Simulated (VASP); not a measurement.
# Al3Cu2 (P-3m1) in VASP: further runs, part 2 of 2

VASP 6.6.1.

## 4. Single point, PBEsol

This run uses another cell than the first one, of 14.50 Å³/atom.

The input, INCAR:

```
SYSTEM = Al3Cu2
  PREC = Accurate
  ENCUT = 520
  EDIFF = 1E-7
  ISMEAR = 0
  SIGMA = 0.15
  LREAL = .FALSE.
  LASPH = .TRUE.
  NELM = 60
  ALGO = Fast
  ISIF = 2
  LWAVE = .FALSE.
  LCHARG = .FALSE.
  GGA = PS
  NBANDS = 24
```

The input, KPOINTS:

```
Automatic mesh
0
G
  12 12 8
  0 0 0
```

The input, POSCAR:

```
Al3Cu2
1.0
    4.0985856042      0.0000000000      0.0000000000
   -2.0492928021      3.5494792528      0.0000000000
    0.0000000000      0.0000000000      4.9821008410
Al Cu
3 2
Direct
    0.0000000000      0.0000000000      0.0000000000
    0.3333333333      0.6666666667      0.3515059883
    0.6666666667      0.3333333333      0.6484940117
    0.3333333333      0.6666666667      0.8422899947
    0.6666666667      0.3333333333      0.1577100053
```

Potentials or basis: VASP PAW PBE potentials, release 64 (Al, Cu).

On the command line:

```
$ cat potpaw_PBE.64/Al/POTCAR potpaw_PBE.64/Cu/POTCAR > POTCAR
$ mpirun -np 1 vasp_std > vasp.out
```

OUTCAR:

```text
SYSTEM = Al3Cu2
   PREC = Accurate
   ENCUT = 520
   EDIFF = 1E-7
   ISMEAR = 0
   LREAL = .FALSE.
   LASPH = .TRUE.
   NELM = 60
   ISIF = 2
   GGA = PS

 ion  position               nearest neighbor table
   1  0.000  0.000  0.000-   4 2.49   5 2.49   4 2.49   5 2.49   5 2.49   4 2.49   2 2.94   3 2.94
                             2 2.94   3 2.94   2 2.94   3 2.94
   2  0.333  0.667  0.352-   4 2.45   4 2.54   5 2.56   5 2.56   5 2.56   3 2.79   3 2.79   3 2.79
                             1 2.94   1 2.94   1 2.94
   3  0.667  0.333  0.648-   5 2.45   5 2.54   4 2.56   4 2.56   4 2.56   2 2.79   2 2.79   2 2.79
                             1 2.94   1 2.94   1 2.94
   4  0.333  0.667  0.842-   2 2.45   1 2.49   1 2.49   1 2.49   2 2.54   3 2.56   3 2.56   3 2.56

   5  0.667  0.333  0.158-   3 2.45   1 2.49   1 2.49   1 2.49   3 2.54   2 2.56   2 2.56   2 2.56

  LATTYP: Found a hexagonal cell.
 ALAT       =     4.0985856042
 C/A-ratio  =     1.2155658859

  Lattice vectors:

 A1 = (   4.0985856042,   0.0000000000,   0.0000000000)
 A2 = (  -2.0492928021,   3.5494792528,   0.0000000000)
 A3 = (   0.0000000000,   0.0000000000,   4.9821008410)

Analysis of symmetry for initial positions (statically):
=====================================================================
 Subroutine PRICEL returns:
 Original cell was already a primitive cell.

 Routine SETGRP: Setting up the symmetry group for a
 hexagonal supercell.

 Subroutine GETGRP returns: Found 12 space group operations
 (whereof 12 operations were pure point group operations)
 out of a pool of 24 trial point group operations.

The static configuration has the point symmetry D_3d.

Analysis of symmetry for dynamics (positions and initial velocities):
=====================================================================
 Subroutine PRICEL returns:
 Original cell was already a primitive cell.

 Routine SETGRP: Setting up the symmetry group for a
 hexagonal supercell.

 Subroutine GETGRP returns: Found 12 space group operations
 (whereof 12 operations were pure point group operations)
 out of a pool of 24 trial point group operations.

The dynamic configuration has the point symmetry D_3d.

 Subroutine INISYM returns: Found 12 space group operations
 (whereof 12 operations are pure point group operations),
 and found     1 'primitive' translations

----------------------------------------------------------------------------------------

                                     Primitive cell

  volume of cell :      72.4788

  direct lattice vectors                    reciprocal lattice vectors
     4.098585604  0.000000000  0.000000000     0.243986608  0.140865734  0.000000000
    -2.049292802  3.549479253  0.000000000     0.000000000  0.281731468  0.000000000
     0.000000000  0.000000000  4.982100841     0.000000000  0.000000000  0.200718539

  length of vectors
     4.098585604  4.098585604  4.982100841     0.281731468  0.281731468  0.200718539

  position of ions in fractional coordinates (direct lattice)
     0.000000000  0.000000000  0.000000000
     0.333333333  0.666666667  0.351505988
     0.666666667  0.333333333  0.648494012
     0.333333333  0.666666667  0.842289995
     0.666666667  0.333333333  0.157710005
[... 26 lines left out ...]

  Shift w.r.t. Gamma in fractional coordinates (k-lattice)
     0.000000000  0.000000000  0.000000000

 Subroutine IBZKPT returns following result:
 ===========================================

 Found    131 irreducible k-points:

 Following reciprocal coordinates:
            Coordinates               Weight
  0.000000  0.000000  0.000000      1.000000
  0.083333 -0.000000  0.000000      6.000000
  0.166667 -0.000000  0.000000      6.000000
  0.250000 -0.000000  0.000000      6.000000
  0.333333 -0.000000  0.000000      6.000000
  0.416667 -0.000000  0.000000      6.000000
[... 16 lines left out ...]
  0.166667 -0.000000  0.125000      6.000000
  0.000000  0.166667  0.125000      6.000000
 [... further k-points ...]
   k-points           NKPTS =    131   k-points in BZ     NKDIM =    131   number of bands    NBANDS=     24
   number of dos      NEDOS =    301   number of ions     NIONS =      5
   total plane-waves  NPLWV =  36000
   dimension x,y,z NGX =    30 NGY =   30 NGZ =   40
   dimension x,y,z NGXF=    60 NGYF=   60 NGZF=   80
   ions per type =               3   2
   NGX,Y,Z   is equivalent  to a cutoff of  12.17, 12.17, 13.35 a.u.
   NGXF,Y,Z  is equivalent  to a cutoff of  24.34, 24.34, 26.69 a.u.
 SYSTEM =  Al3Cu2
   PREC   = accura    normal or accurate (medium, high low for compatibility)
   ISTART =      0    job   : 0-new  1-cont  2-samecut
   ICHARG =      2    charge: 1-file 2-atom 10-const
   ISPIN  =      1    spin polarized calculation?
   LNONCOLLINEAR =      F non collinear calculations
   LSORBIT =      F    spin-orbit coupling
   LASPH  =      T    aspherical Exc in radial PAW
   ENCUT  =  520.0 eV  38.22 Ry    6.18 a.u.   7.62  7.62  9.26*2*pi/ulx,y,z
   NELM   =     60;   NELMIN=  2; NELMDL= -5     # of ELM steps
   EDIFF  = 0.1E-06   stopping-criterion for ELM
   LREAL  =      F    real-space projection
   EDIFFG = 0.1E-05   stopping-criterion for IOM
   NSW    =      0    number of steps for IOM
   IBRION =     -1    ionic relax: 0-MD 1-quasi-New 2-CG
   NFREE  =      0    steps in history (QN), initial steepest desc. (CG)
   ISIF   =      2    stress and relaxation
   ISYM   =      2    0-nonsym 1-usesym 2-fastsym
   POTIM  = 0.5000    time-step for ionic-motion
   TEBEG  =    0.0;   TEEND  =   0.0 temperature during run
   PSTRESS=    0.0 pullay stress
   NELECT =      31.0000    total number of electrons
   NUPDOWN=      -1.0000    fix difference up-down
   EMIN   =  10.00;   EMAX   =-10.00  energy-range for DOS
   EFERMI =   0.00;   METHOD = LEGACY
   ISMEAR =     0;   SIGMA  =   0.15  broadening in eV -4-tet -1-fermi 0-gaus
   EFERMI_NEDOS =   21; number of points for ismear=-14 and -15
   IALGO  =     68    algorithm
   IMIX   =      4    mixing-type and parameters
     AMIX     =   0.40;   BMIX     =  1.00
     AMIX_MAG =   1.60;   BMIX_MAG =  1.00
  volume/ion in A,a.u.               =      14.50        97.82
  Fermi-wavevector in a.u.,A,eV,Ry     =   1.233460  2.330901 20.700218  1.521423
  Thomas-Fermi vector in A             =   2.368189
   LORBIT       =      0    0 simple, 1 ext, 2 COOP (PROOUT), +10 PAW based schemes
   GGA     = PS    functional components
   LHFCALC =     F    Hartree Fock is set to
   AEXX    =    0.0000 exact exchange contribution
   IVDW    =     0    specifies the selected vdW correction
   LEPSILON=     F    determine dielectric tensor
   LRPA    =     F    only Hartree local field effects (RPA)
 non-spin polarized calculation
 RMM-DIIS sequential band-by-band and
 Gauss-broadening in eV      SIGMA  =   0.15
  energy-cutoff  :      520.00
  volume of cell :       72.48
 maximum number of plane-waves:      1986
   NGX = 15   NGY = 15   NGZ = 19

 number of electron      30.9999980 magnetization

 Free energy of the ion-electron system (eV)
  ---------------------------------------------------
  ext. energy  EPLUGINS =         0.00000000
  ---------------------------------------------------
  free energy    TOTEN  =       -21.72340618 eV

  energy without entropy =      -21.70832344  energy(sigma->0) =      -21.71586481

 E-fermi :   8.3047     XC(G=0): -11.0672

 val. band max:        8.2811772571   @ k =   0.1667   0.1667   0.2500
 cond. band min:       8.3130720597   @ k =   0.3333   0.0833   0.0000
 fundamental gap:      0.0318948026
 Fermi energy:         8.3046990323

 k-point     1 :       0.0000    0.0000    0.0000
  band No.  band energies     occupation
      1      -2.9633      2.00000
      2       1.8761      2.00000
      3       2.3955      2.00000
      4       2.9366      2.00000
      5       2.9366      2.00000
      6       3.2929      2.00000
[... 637 lines left out ...]
     23      13.8221      0.00000
     24      14.2238      0.00000

 [... further k-points ...]
[... 5 lines left out ...]
  --------------------------------------------------------------------------------------
  -------------------------------------------------------------------------------------
  Total        0.3886286      0.3886286      0.4066307      0.0000000     -0.0000000      0.0000000
  in kB        8.5908104      8.5908104      8.9887548      0.0000000     -0.0000000      0.0000000
  external PRESSURE =       8.7234585 kB  Pullay stress =       0.0000000 kB

 VOLUME and BASIS-vectors are now :
 -----------------------------------------------------------------------------
  energy-cutoff  :      520.00
  volume of cell :       72.48
      direct lattice vectors                 reciprocal lattice vectors
     4.098585604  0.000000000  0.000000000     0.243986608  0.140865734  0.000000000
    -2.049292802  3.549479253  0.000000000     0.000000000  0.281731468  0.000000000
     0.000000000  0.000000000  4.982100841     0.000000000  0.000000000  0.200718539

 POSITION                                       TOTAL-FORCE (eV/Angst)
 -----------------------------------------------------------------------------------
      0.00000      0.00000      0.00000        -0.000000      0.000000      0.000000
     -0.00000      2.36632      1.75124        -0.000000     -0.000000      0.001741
      2.04929      1.18316      3.23086         0.000000      0.000000     -0.001741
     -0.00000      2.36632      4.19637        -0.000000      0.000000      0.001567
      2.04929      1.18316      0.78573         0.000000      0.000000     -0.001567
 -----------------------------------------------------------------------------------
    total drift:                               -0.000000      0.000000     -0.000000

  FREE ENERGIE OF THE ION-ELECTRON SYSTEM (eV)
  ---------------------------------------------------
  free  energy   TOTEN  =       -21.7234061760 eV

  energy  without entropy=      -21.7083234429  energy(sigma->0) =      -21.71586481
```

OSZICAR:

```text
N       E                     dE             d eps       ncg     rms          rms(c)
DAV:   1     0.172991138149E+03    0.17299E+03   -0.12276E+04  6320   0.148E+03
[... 13 lines left out ...]
RMM:  15    -0.217238411614E+02    0.98755E-05   -0.93493E-05  9170   0.925E-02    0.151E-01
RMM:  16    -0.217234723974E+02    0.36876E-03   -0.23549E-03 10680   0.602E-01    0.812E-02
RMM:  17    -0.217234448070E+02    0.27590E-04   -0.19989E-05  7848   0.485E-02    0.603E-02
RMM:  18    -0.217234050320E+02    0.39775E-04   -0.80122E-05  7960   0.106E-01    0.375E-02
RMM:  19    -0.217234055814E+02   -0.54943E-06   -0.84573E-06  7876   0.173E-02    0.416E-02
RMM:  20    -0.217234060823E+02   -0.50087E-06   -0.73697E-07  7325   0.108E-02    0.432E-02
RMM:  21    -0.217234061760E+02   -0.93760E-07   -0.30628E-07  5639   0.418E-03
   1 F= -.21723406E+02 E0= -.21715865E+02  d E =-.150827E-01
```

Wall time 7.8 min (1 thread of Intel Xeon 8259CL, shared host); peak memory 0.33 GiB.

What came out:

```yaml
Free_energy: -21.7234 eV
Pressure: 0.9 GPa
Band_gap_on_the_k_mesh: zero (an odd number of electrons rules out a gap without spin polarisation)
```

Caveat: the PAW data sets were made with another functional, which shifts forces and pressure a little.

## 5. Summary

| cell | k mesh | smearing | further INCAR settings | gap on the mesh (eV) | pressure (GPa) |
| --- | --- | --- | --- | --- | --- |
| a = 4.222, b = 4.222, c = 5.132 Å, angles 90.0, 90.0, 120.0°, 5 atoms | 12 × 12 × 8 | gaussian 0.1 eV | ALGO = Fast; EDIFF = 1e-06; NBANDS = 24 | none | -8.4 |
| a = 4.099, b = 4.099, c = 4.982 Å, angles 90.0, 90.0, 120.0°, 5 atoms | 18 × 18 × 12 | gaussian 0.15 eV | ALGO = Fast; EDIFF = 1e-06; NBANDS = 24 | none | 0.6 |
| a = 4.099, b = 4.099, c = 4.982 Å, angles 90.0, 90.0, 120.0°, 5 atoms | 12 × 12 × 8 | gaussian 0.15 eV | ALGO = Fast; EDIFF = 1e-07; NBANDS = 24 | none | 0.9 |

Alike in all rows: task single point; level PBEsol; potentials or basis VASP PAW PBE potentials, release 64 (Al, Cu); no spin polarisation; cutoff (eV) 520.

Caveats: the PAW data sets were made with another functional, which shifts forces and pressure a little; the cell stands under tension (at least some runs).

Total energies depend on the potentials used, so only differences within one code and one set of settings carry meaning.
